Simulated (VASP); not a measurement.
# Pb (P6_3/mmc) in VASP: a series of runs, part 2 of 2

VASP 6.6.1.

### Step 4. Single point, r2SCAN

This run uses another cell than the first one, of the same volume but with other edges.

POSCAR

```
Pb
1.0
    3.7487171046      0.0000000000      0.0000000000
   -1.8743585523      3.2464842441      0.0000000000
    0.0000000000      0.0000000000      4.8173159669
Pb
2
Direct
    0.3333333333      0.6666666667      0.2500000000
    0.6666666667      0.3333333333      0.7500000000
```

INCAR.step1

```
SYSTEM = Pb
PREC = Accurate
ENCUT = 520
ISMEAR = 0
SIGMA = 0.15
LREAL = .FALSE.
LASPH = .TRUE.
NELM = 100
NBANDS = 21
GGA = PE
ALGO = Normal
EDIFF = 1E-4
LWAVE = .TRUE.
LCHARG = .FALSE.
```

INCAR.step2

```
SYSTEM = Pb
PREC = Accurate
ENCUT = 520
EDIFF = 1E-7
ISMEAR = 0
SIGMA = 0.15
LREAL = .FALSE.
LASPH = .TRUE.
NELM = 100
ALGO = Normal
ISIF = 2
LWAVE = .FALSE.
LCHARG = .FALSE.
METAGGA = R2SCAN
LMIXTAU = .TRUE.
NBANDS = 21
ISTART = 1
```

KPOINTS

```
Automatic mesh
0
G
  18 18 10
  0 0 0
```

Potentials or basis: VASP PAW PBE potentials, release 64 (Pb_d).

The run is started by

```bash
$ cat potpaw_PBE.64/Pb_d/POTCAR > POTCAR
$ cp INCAR.step1 INCAR
$ mpirun -np 1 vasp_std > vasp.out
$ cp INCAR.step2 INCAR
$ mpirun -np 1 vasp_std > vasp.out
```

OUTCAR:

```text
SYSTEM = Pb
   PREC = Accurate
   ENCUT = 520
   EDIFF = 1E-7
   ISMEAR = 0
   LREAL = .FALSE.
   LASPH = .TRUE.
   NELM = 100
   ISIF = 2
   METAGGA = R2SCAN
   ISTART = 1

 ion  position               nearest neighbor table
   1  0.333  0.667  0.250-   2 3.24   2 3.24   2 3.24   2 3.24   2 3.24   2 3.24
   2  0.667  0.333  0.750-   1 3.24   1 3.24   1 3.24   1 3.24   1 3.24   1 3.24

  LATTYP: Found a hexagonal cell.
 ALAT       =     3.7487171046
 C/A-ratio  =     1.2850572162

  Lattice vectors:

 A1 = (   3.7487171046,   0.0000000000,   0.0000000000)
 A2 = (  -1.8743585523,   3.2464842441,   0.0000000000)
 A3 = (   0.0000000000,   0.0000000000,   4.8173159669)

Analysis of symmetry for initial positions (statically):
=====================================================================
 Subroutine PRICEL returns:
 Original cell was already a primitive cell.

 Routine SETGRP: Setting up the symmetry group for a
 hexagonal supercell.

 Subroutine GETGRP returns: Found 24 space group operations
 (whereof 12 operations were pure point group operations)
 out of a pool of 24 trial point group operations.

[... 156 lines left out ...]

 Free energy of the ion-electron system (eV)
  ---------------------------------------------------
  ext. energy  EPLUGINS =         0.00000000
  ---------------------------------------------------
  free energy    TOTEN  =      -112.27536847 eV

  energy without entropy =     -112.26229863  energy(sigma->0) =     -112.26883355

 E-fermi :   7.6608     XC(G=0): -11.0629

 val. band max:        7.6605138217   @ k =   0.3333   0.2222   0.0000
 cond. band min:       7.6722773361   @ k =   0.3889   0.1667   0.1000
 fundamental gap:      0.0117635145
 Fermi energy:         7.6608355291

 k-point     1 :       0.0000    0.0000    0.0000
  band No.  band energies     occupation
      1     -10.2605      2.00000
      2     -10.2463      2.00000
      3     -10.2463      2.00000
      4     -10.1283      2.00000
      5     -10.1283      2.00000
      6     -10.0859      2.00000
[... 565 lines left out ...]
     20      15.4779      0.00000
     21      20.2947      0.00000

 [... further k-points ...]
[... 5 lines left out ...]
  --------------------------------------------------------------------------------------
  -------------------------------------------------------------------------------------
  Total        1.3070455      1.3070455      2.7804341     -0.0000000      0.0000000      0.0000000
  in kB       35.7190750     35.7190750     75.9839881     -0.0000000      0.0000000      0.0000000
  external PRESSURE =      49.1407127 kB  Pullay stress =       0.0000000 kB

 VOLUME and BASIS-vectors are now :
 -----------------------------------------------------------------------------
  energy-cutoff  :      520.00
  volume of cell :       58.63
      direct lattice vectors                 reciprocal lattice vectors
     3.748717105  0.000000000  0.000000000     0.266757926  0.154012760  0.000000000
    -1.874358552  3.246484244  0.000000000     0.000000000  0.308025521  0.000000000
     0.000000000  0.000000000  4.817315967     0.000000000  0.000000000  0.207584474

 POSITION                                       TOTAL-FORCE (eV/Angst)
 -----------------------------------------------------------------------------------
     -0.00000      2.16432      1.20433        -0.000000      0.000000      0.000000
      1.87436      1.08216      3.61299         0.000000     -0.000000      0.000000
 -----------------------------------------------------------------------------------
    total drift:                               -0.000000      0.000000      0.000000

  FREE ENERGIE OF THE ION-ELECTRON SYSTEM (eV)
  ---------------------------------------------------
  free  energy   TOTEN  =      -112.2753684672 eV

  energy  without entropy=     -112.2622986286  energy(sigma->0) =     -112.26883355
```

OUTCAR.step1:

```text
SYSTEM = Pb
   PREC = Accurate
   ENCUT = 520
   ISMEAR = 0
   LREAL = .FALSE.
   LASPH = .TRUE.
[... 801 lines left out ...]
     -0.00000      2.16432      1.20433        -0.000000     -0.000000      0.000000
      1.87436      1.08216      3.61299         0.000000      0.000000      0.000000
 -----------------------------------------------------------------------------------
    total drift:                               -0.000000      0.000000      0.000000

  FREE ENERGIE OF THE ION-ELECTRON SYSTEM (eV)
  ---------------------------------------------------
  free  energy   TOTEN  =        -6.7863160322 eV

  energy  without entropy=       -6.7731068555  energy(sigma->0) =       -6.77971144
```

OSZICAR.step1:

```text
N       E                     dE             d eps       ncg     rms          rms(c)
DAV:   1     0.297333661585E+03    0.29733E+03   -0.14359E+04  9337   0.164E+03
DAV:   2     0.146207110257E+02   -0.28271E+03   -0.27622E+03  9394   0.410E+02
DAV:   3    -0.614095104588E+01   -0.20762E+02   -0.20544E+02 11258   0.138E+02
DAV:   4    -0.678560500467E+01   -0.64465E+00   -0.64434E+00 10939   0.273E+01
DAV:   5    -0.681796139228E+01   -0.32356E-01   -0.32356E-01 12956   0.563E+00    0.924E-01
DAV:   6    -0.679402864402E+01    0.23933E-01   -0.40156E-02 13427   0.273E+00    0.465E-01
DAV:   7    -0.678658418368E+01    0.74445E-02   -0.17141E-02 13090   0.181E+00    0.128E-01
DAV:   8    -0.678631802391E+01    0.26616E-03   -0.18174E-03 12208   0.542E-01    0.172E-02
DAV:   9    -0.678631603225E+01    0.19917E-05   -0.10594E-04  6427   0.166E-01
   1 F= -.67863160E+01 E0= -.67797114E+01  d E =-.132092E-01
```

It took 13 min on 1 thread of Intel Xeon Platinum 8124M at 3.00GHz (Skylake/Cascade Lake), shared host; peak memory 0.34 GiB.

What came out:

```
Free energy            : -112.2754 eV
Pressure               : 4.9 GPa
Band gap on the k mesh : zero (band 14 reaches 11.82 eV, above the bottom of band 15 at 5.11 eV)
```

Caveat: the PAW data sets were made with another functional, which shifts forces and pressure a little; spin-orbit coupling is left out, which moves the levels of the heavy elements.

### Step 5. Single point, r2SCAN

This run uses another cell than the first one, of the same volume but with other edges.

POSCAR

```
Pb
1.0
    3.1885865710      0.0000000000      0.0000000000
   -1.5942932855      2.7613969726      0.0000000000
    0.0000000000      0.0000000000      6.6584637968
Pb
2
Direct
    0.3333333333      0.6666666667      0.2500000000
    0.6666666667      0.3333333333      0.7500000000
```

INCAR.step1

```
PREC = Accurate
ENCUT = 520
ISMEAR = 0
SIGMA = 0.15
LREAL = F
LASPH = T
NELM = 100
NBANDS = 21
GGA = PE
ALGO = Normal
EDIFF = 1E-4
LWAVE = T
LCHARG = F
```

INCAR.step2

```
PREC = Accurate
ENCUT = 520
EDIFF = 1E-7
ISMEAR = 0
SIGMA = 0.15
LREAL = F
LASPH = T
NELM = 100
ALGO = Normal
ISIF = 2
LWAVE = F
LCHARG = F
METAGGA = R2SCAN
LMIXTAU = T
NBANDS = 21
ISTART = 1
```

KPOINTS

```
Automatic mesh
0
Gamma
  18 18 10
```

The run is started by

```bash
$ cat potpaw_PBE.64/Pb_d/POTCAR > POTCAR
$ cp INCAR.step1 INCAR
$ mpirun -np 1 vasp_std > vasp.out
$ cp INCAR.step2 INCAR
$ mpirun -np 1 vasp_std > vasp.out
```

Run time: 9.5 min. Hardware: 1 thread of Intel Xeon Platinum 8124M at 3.00GHz (Skylake/Cascade Lake), shared host; peak memory 0.34 GiB.

The run converged. Its results:

| Quantity | Value |
| --- | --- |
| Free energy | -112.1499 eV |
| Pressure | 6.6 GPa |
| Band gap on the k mesh | zero (band 14 reaches 11.51 eV, above the bottom of band 15 at 5.68 eV) |

Stress tensor (GPa, compression positive):
```
11.20  0.00  0.00
 0.00 11.20  0.00
 0.00  0.00 -2.51
```

Levels at points of the mesh, in eV from the Fermi level:
| k point | band 12 | band 13 | band 14 | band 15 | band 16 | band 17 |
| --- | --- | --- | --- | --- | --- | --- |
| (0.00, 0.00, 0.00) | -10.78 | -4.90 | 3.08 | 7.51 | 9.23 | 9.23 |
| (0.50, 0.00, 0.00) | -7.03 | -4.12 | -3.34 | -0.13 | 1.90 | 4.24 |
| (0.00, 0.00, 0.50) | -12.00 | -1.75 | -1.75 | 9.75 | 9.75 | 9.75 |
| (0.50, 0.00, 0.50) | -7.34 | -4.24 | -4.24 | 2.30 | 2.30 | 5.06 |

Caveat: the PAW data sets were made with another functional, which shifts forces and pressure a little; spin-orbit coupling is left out, which moves the levels of the heavy elements.

### Step 6. The runs side by side

| cell | gap on the mesh (eV) | pressure (GPa) |
| --- | --- | --- |
| a = 3.578, b = 3.578, c = 5.288 Å, angles 90.0, 90.0, 120.0°, 2 atoms | none | 3.3 |
| a = 3.371, b = 3.371, c = 5.957 Å, angles 90.0, 90.0, 120.0°, 2 atoms | none | 3.1 |
| a = 3.749, b = 3.749, c = 4.817 Å, angles 90.0, 90.0, 120.0°, 2 atoms | none | 4.9 |
| a = 3.189, b = 3.189, c = 6.658 Å, angles 90.0, 90.0, 120.0°, 2 atoms | none | 6.6 |

Alike in all rows: task single point; level r2SCAN; potentials or basis VASP PAW PBE potentials, release 64 (Pb_d); no spin polarisation; k mesh 18 × 18 × 10; cutoff (eV) 520; smearing gaussian 0.15 eV.

Caveats: the PAW data sets were made with another functional, which shifts forces and pressure a little; spin-orbit coupling is left out, which moves the levels of the heavy elements.

Absolute energies hang on the potentials; compare differences alone.
